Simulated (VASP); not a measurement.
# SiWSN2 (P4/mmm) in VASP: single point with PBE

Aim: the single point of SiWSN2 with PBE.

Program: VASP 6.6.1. These are calculated values, not measurements. Logs are shortened: lines on timing, memory, paths and dates and some standing lists are left out, and cuts for length are marked.

**1. The cell of the first run**

The structure is tetragonal, space group P4/mmm (No. 123). The conventional cell has a = 3.975 Å, b = 3.975 Å, c = 3.975 Å, α = 90.00°, β = 90.00°, γ = 90.00°. Within 2.6 Å of Si (site symmetry 4/mmm) lie 2 S at 1.99 Å and 4 N at 1.99 Å. Within 3.7 Å of W (site symmetry 4/mmm) lie 4 S at 2.81 Å and 8 N at 2.81 Å and 8 Si at 3.44 Å. Within 2.6 Å of S (site symmetry 4/mmm) lie 2 Si at 1.99 Å. N (site symmetry mmm) has 2 Si at 1.99 Å within 2.6 Å.

**2. Single point, PBE**

INCAR reads:

```
SYSTEM = SiWSN2
PREC = Accurate
ENCUT = 520
EDIFF = 1E-7
ISMEAR = 0
SIGMA = 0.1
LREAL = .FALSE.
LASPH = .TRUE.
NELM = 80
ALGO = Normal
ISIF = 2
LWAVE = .FALSE.
LCHARG = .FALSE.
GGA = PE
NBANDS = 25
```

KPOINTS reads:

```
Automatic mesh
0
G
  4 4 4
  0 0 0
```

POSCAR reads:

```
SiWSN2
1.0
    3.9753013800      0.0000000000      0.0000000000
    0.0000000000      3.9753013800      0.0000000000
    0.0000000000      0.0000000000      3.9753013800
Si W S N
1 1 1 2
Direct
    0.0000000000      0.0000000000      0.0000000000
    0.5000000000      0.5000000000      0.5000000000
    0.0000000000      0.0000000000      0.5000000000
    0.5000000000      0.0000000000      0.0000000000
    0.0000000000      0.5000000000      0.0000000000
```

Potentials or basis: VASP PAW PBE potentials, release 64 (Si, W_sv, S, N).

The run is started by

```bash
$ cat potpaw_PBE.64/Si/POTCAR potpaw_PBE.64/W_sv/POTCAR potpaw_PBE.64/S/POTCAR potpaw_PBE.64/N/POTCAR > POTCAR
$ mpirun -np 1 vasp_std > vasp.out
```

OUTCAR:

```text
SYSTEM = SiWSN2
   PREC = Accurate
   ENCUT = 520
   EDIFF = 1E-7
   ISMEAR = 0
   LREAL = .FALSE.
   LASPH = .TRUE.
   NELM = 80
   ISIF = 2
   GGA = PE

 ion  position               nearest neighbor table
   1  0.000  0.000  0.000-   3 1.99   4 1.99   5 1.99   3 1.99   5 1.99   4 1.99
   2  0.500  0.500  0.500-   3 2.81   3 2.81   3 2.81   3 2.81
   3  0.000  0.000  0.500-   1 1.99   1 1.99   2 2.81   2 2.81   2 2.81   2 2.81
   4  0.500  0.000  0.000-   1 1.99   1 1.99
   5  0.000  0.500  0.000-   1 1.99   1 1.99

  LATTYP: Found a simple cubic cell.
 ALAT       =     3.9753013800

  Lattice vectors:

 A1 = (   3.9753013800,   0.0000000000,   0.0000000000)
 A2 = (   0.0000000000,   3.9753013800,   0.0000000000)
 A3 = (   0.0000000000,   0.0000000000,   3.9753013800)

Analysis of symmetry for initial positions (statically):
=====================================================================
 Subroutine PRICEL returns:
 Original cell was already a primitive cell.

 Routine SETGRP: Setting up the symmetry group for a
 simple cubic supercell.

 Subroutine GETGRP returns: Found 16 space group operations
 (whereof 16 operations were pure point group operations)
 out of a pool of 48 trial point group operations.

The static configuration has the point symmetry D_4h.

Analysis of symmetry for dynamics (positions and initial velocities):
=====================================================================
 Subroutine PRICEL returns:
 Original cell was already a primitive cell.

 Routine SETGRP: Setting up the symmetry group for a
 simple cubic supercell.

 Subroutine GETGRP returns: Found 16 space group operations
 (whereof 16 operations were pure point group operations)
 out of a pool of 48 trial point group operations.

The dynamic configuration has the point symmetry D_4h.

 Subroutine INISYM returns: Found 16 space group operations
 (whereof 16 operations are pure point group operations),
 and found     1 'primitive' translations

----------------------------------------------------------------------------------------

                                     Primitive cell

  volume of cell :      62.8218

  direct lattice vectors                    reciprocal lattice vectors
     3.975301380  0.000000000  0.000000000     0.251553255  0.000000000  0.000000000
     0.000000000  3.975301380  0.000000000     0.000000000  0.251553255  0.000000000
     0.000000000  0.000000000  3.975301380     0.000000000  0.000000000  0.251553255

  length of vectors
     3.975301380  3.975301380  3.975301380     0.251553255  0.251553255  0.251553255

  position of ions in fractional coordinates (direct lattice)
     0.000000000  0.000000000  0.000000000
     0.500000000  0.500000000  0.500000000
     0.000000000  0.000000000  0.500000000
     0.500000000  0.000000000  0.000000000
     0.000000000  0.500000000  0.000000000

  ion indices of the primitive-cell ions
   primitive index   ion index
                 1           1
                 2           2
                 3           3
                 4           4
                 5           5

----------------------------------------------------------------------------------------

 KPOINTS: Automatic mesh

Automatic generation of k-mesh.
 Grid dimensions read from file:
 generate k-points for:    4    4    4

 Generating k-lattice:

  Cartesian coordinates                     Fractional coordinates (reciprocal lattice)
     0.062888314  0.000000000  0.000000000     0.250000000  0.000000000  0.000000000
     0.000000000  0.062888314  0.000000000     0.000000000  0.250000000  0.000000000
     0.000000000  0.000000000  0.062888314     0.000000000  0.000000000  0.250000000

  Length of vectors
     0.062888314  0.062888314  0.062888314

  Shift w.r.t. Gamma in fractional coordinates (k-lattice)
     0.000000000  0.000000000  0.000000000

 Subroutine IBZKPT returns following result:
 ===========================================

 Found     18 irreducible k-points:

 Following reciprocal coordinates:
            Coordinates               Weight
  0.000000  0.000000  0.000000      1.000000
  0.250000  0.000000  0.000000      4.000000
  0.000000  0.000000  0.250000      2.000000
  0.500000  0.000000  0.000000      2.000000
  0.000000  0.000000  0.500000      1.000000
  0.250000  0.250000  0.000000      4.000000
[... 10 lines left out ...]
  0.250000  0.500000  0.500000      4.000000
  0.500000  0.500000  0.500000      1.000000
   k-points           NKPTS =     18   k-points in BZ     NKDIM =     18   number of bands    NBANDS=     25
   number of dos      NEDOS =    301   number of ions     NIONS =      5
   total plane-waves  NPLWV =  27000
   dimension x,y,z NGX =    30 NGY =   30 NGZ =   30
   dimension x,y,z NGXF=    60 NGYF=   60 NGZF=   60
   ions per type =               1   1   1   2
   NGX,Y,Z   is equivalent  to a cutoff of  12.55, 12.55, 12.55 a.u.
   NGXF,Y,Z  is equivalent  to a cutoff of  25.09, 25.09, 25.09 a.u.
 SYSTEM =  SiWSN2
   PREC   = accura    normal or accurate (medium, high low for compatibility)
   ISTART =      0    job   : 0-new  1-cont  2-samecut
   ICHARG =      2    charge: 1-file 2-atom 10-const
   ISPIN  =      1    spin polarized calculation?
   LNONCOLLINEAR =      F non collinear calculations
   LSORBIT =      F    spin-orbit coupling
   LASPH  =      T    aspherical Exc in radial PAW
   ENCUT  =  520.0 eV  38.22 Ry    6.18 a.u.   7.39  7.39  7.39*2*pi/ulx,y,z
   NELM   =     80;   NELMIN=  2; NELMDL= -5     # of ELM steps
   EDIFF  = 0.1E-06   stopping-criterion for ELM
   LREAL  =      F    real-space projection
   EDIFFG = 0.1E-05   stopping-criterion for IOM
   NSW    =      0    number of steps for IOM
   IBRION =     -1    ionic relax: 0-MD 1-quasi-New 2-CG
   NFREE  =      0    steps in history (QN), initial steepest desc. (CG)
   ISIF   =      2    stress and relaxation
   ISYM   =      2    0-nonsym 1-usesym 2-fastsym
   POTIM  = 0.5000    time-step for ionic-motion
   TEBEG  =    0.0;   TEEND  =   0.0 temperature during run
   PSTRESS=    0.0 pullay stress
   NELECT =      34.0000    total number of electrons
   NUPDOWN=      -1.0000    fix difference up-down
   EMIN   =  10.00;   EMAX   =-10.00  energy-range for DOS
   EFERMI =   0.00;   METHOD = LEGACY
   ISMEAR =     0;   SIGMA  =   0.10  broadening in eV -4-tet -1-fermi 0-gaus
   EFERMI_NEDOS =   21; number of points for ismear=-14 and -15
   IALGO  =     38    algorithm
   IMIX   =      4    mixing-type and parameters
     AMIX     =   0.40;   BMIX     =  1.00
     AMIX_MAG =   1.60;   BMIX_MAG =  1.00
  volume/ion in A,a.u.               =      12.56        84.79
  Fermi-wavevector in a.u.,A,eV,Ry     =   1.334129  2.521138 24.217003  1.779900
  Thomas-Fermi vector in A             =   2.462934
   LORBIT       =      0    0 simple, 1 ext, 2 COOP (PROOUT), +10 PAW based schemes
   GGA     = PE    functional components
   LHFCALC =     F    Hartree Fock is set to
   AEXX    =    0.0000 exact exchange contribution
   IVDW    =     0    specifies the selected vdW correction
   LEPSILON=     F    determine dielectric tensor
   LRPA    =     F    only Hartree local field effects (RPA)
 non-spin polarized calculation
 Gauss-broadening in eV      SIGMA  =   0.10
  energy-cutoff  :      520.00
  volume of cell :       62.82
 maximum number of plane-waves:      1743
 NGX is ok and might be reduce to    30
   NGX = 15   NGY = 15   NGZ = 15

 number of electron      33.9999996 magnetization

 Free energy of the ion-electron system (eV)
  ---------------------------------------------------
  ext. energy  EPLUGINS =         0.00000000
  ---------------------------------------------------
  free energy    TOTEN  =       -32.67134156 eV

  energy without entropy =      -32.66024110  energy(sigma->0) =      -32.66579133

 E-fermi :   8.2873     XC(G=0): -11.8099

 val. band max:        8.2170615568   @ k =   0.5000   0.5000   0.2500
 cond. band min:       8.3131543362   @ k =   0.5000   0.5000   0.5000
 fundamental gap:      0.0960927795
 Fermi energy:         8.2872758914

 k-point     1 :       0.0000    0.0000    0.0000
  band No.  band energies     occupation
      1     -66.9852      2.00000
      2     -31.0855      2.00000
      3     -31.0147      2.00000
      4     -31.0147      2.00000
      5      -9.3356      2.00000
      6      -4.5250      2.00000
[... 17 lines left out ...]
     24      15.0523      0.00000
     25      15.0523      0.00000

 k-point     2 :       0.2500    0.0000    0.0000
  band No.  band energies     occupation
      1     -66.9851      2.00000
      2     -31.0849      2.00000
      3     -31.0227      2.00000
      4     -31.0140      2.00000
      5      -8.9767      2.00000
      6      -5.2589      2.00000
[... 17 lines left out ...]
     24      14.5345      0.00000
     25      15.9292      0.00000

 k-point     3 :       0.0000    0.0000    0.2500
  band No.  band energies     occupation
      1     -66.9851      2.00000
      2     -31.0923      2.00000
      3     -31.0142      2.00000
      4     -31.0142      2.00000
      5      -8.8590      2.00000
      6      -5.6238      2.00000
[... 17 lines left out ...]
     24      16.3690      0.00000
     25      16.3690      0.00000

 k-point     4 :       0.5000    0.0000    0.0000
  band No.  band energies     occupation
      1     -66.9850      2.00000
      2     -31.0843      2.00000
      3     -31.0307      2.00000
      4     -31.0132      2.00000
      5      -8.4485      2.00000
      6      -6.1433      2.00000
[... 17 lines left out ...]
     24      14.0459      0.00000
     25      14.4735      0.00000
[... 309 lines left out ...]
 k-point    16 :       0.5000    0.5000    0.2500
  band No.  band energies     occupation
      1     -66.9846      2.00000
      2     -31.0895      2.00000
      3     -31.0276      2.00000
      4     -31.0276      2.00000
      5      -7.3483      2.00000
      6      -5.7916      2.00000
[... 17 lines left out ...]
     24      14.2200      0.00000
     25      14.2200      0.00000

 k-point    17 :       0.2500    0.5000    0.5000
  band No.  band energies     occupation
      1     -66.9847      2.00000
      2     -31.0966      2.00000
      3     -31.0280      2.00000
      4     -31.0194      2.00000
      5      -6.8201      2.00000
      6      -6.3531      2.00000
[... 17 lines left out ...]
     24      13.6076      0.00000
     25      14.6499      0.00000

 k-point    18 :       0.5000    0.5000    0.5000
  band No.  band energies     occupation
      1     -66.9845      2.00000
      2     -31.0958      2.00000
      3     -31.0268      2.00000
      4     -31.0268      2.00000
      5      -6.7999      2.00000
      6      -5.7413      2.00000
[... 17 lines left out ...]
     24      13.3473      0.00000
     25      13.7546      0.00000

------------------------ aborting loop because EDIFF is reached ----------------------------------------

  FORCE on cell =-STRESS in cart. coord.  units (eV):
  Direction    XX          YY          ZZ          XY          YZ          ZX
  --------------------------------------------------------------------------------------
  -------------------------------------------------------------------------------------
  Total      -13.2365670    -13.2365670     10.0119146      0.0000000     -0.0000000     -0.0000000
  in kB     -337.5792664   -337.5792664    255.3392288      0.0000000     -0.0000000     -0.0000000
  external PRESSURE =    -139.9397680 kB  Pullay stress =       0.0000000 kB

 VOLUME and BASIS-vectors are now :
 -----------------------------------------------------------------------------
  energy-cutoff  :      520.00
  volume of cell :       62.82
      direct lattice vectors                 reciprocal lattice vectors
     3.975301380  0.000000000  0.000000000     0.251553255  0.000000000  0.000000000
     0.000000000  3.975301380  0.000000000     0.000000000  0.251553255  0.000000000
     0.000000000  0.000000000  3.975301380     0.000000000  0.000000000  0.251553255

 POSITION                                       TOTAL-FORCE (eV/Angst)
 -----------------------------------------------------------------------------------
      0.00000      0.00000      0.00000         0.000000      0.000000      0.000000
      1.98765      1.98765      1.98765         0.000000      0.000000      0.000000
      0.00000      0.00000      1.98765         0.000000      0.000000      0.000000
      1.98765      0.00000      0.00000         0.000000      0.000000      0.000000
      0.00000      1.98765      0.00000         0.000000      0.000000      0.000000
 -----------------------------------------------------------------------------------
    total drift:                                0.000000     -0.000000      0.000000

  FREE ENERGIE OF THE ION-ELECTRON SYSTEM (eV)
  ---------------------------------------------------
  free  energy   TOTEN  =       -32.6713415566 eV

  energy  without entropy=      -32.6602410988  energy(sigma->0) =      -32.66579133
```

Wall time 56 s (1 thread of Intel Xeon 8259CL, shared host); peak memory 0.19 GiB.

Results:

```yaml
Free_energy: -32.6713 eV
Pressure: -14.0 GPa
Band_gap_on_the_k_mesh: zero (bands 17 and 18 overlap by 1.51 eV)
```

Stress tensor (GPa, compression positive):
```
-33.76   0.00   0.00
  0.00 -33.76   0.00
  0.00   0.00  25.53
```

Levels at points of the mesh, in eV from the Fermi level:
```
           k point  band 13  band 14  band 15  band 16  band 17  band 18  band 19  band 20  band 21  band 22
(0.00, 0.00, 0.00)    -1.68    -1.26    -1.16    -1.03    -0.78    -0.78    -0.75    -0.59    -0.44    -0.44
(0.50, 0.00, 0.00)    -2.70    -2.48    -2.28    -2.02    -0.15     0.04     2.22     2.22     2.48     2.82
(0.00, 0.00, 0.50)    -3.89    -3.27    -1.82    -1.82    -0.87    -0.34     1.89     2.23     2.23     3.21
(0.50, 0.50, 0.00)    -3.79    -3.79    -1.83    -0.63    -0.35    -0.16     1.86     2.19     2.19     4.25
(0.00, 0.50, 0.50)    -2.36    -2.22    -2.01    -0.83     0.19     0.24     2.11     2.23     2.63     4.06
(0.50, 0.50, 0.50)    -1.76    -0.30     0.03     0.06     0.06     0.47     0.50     0.52     0.52     0.70
```

Caveat: the k points lie up to 0.40 Å⁻¹ apart, too coarse for converged energies and pressures of a metal; spin-orbit coupling is left out, which moves the levels of the heavy elements.

The gap in the log of VASP goes by the Fermi energy; the results here count the filled bands.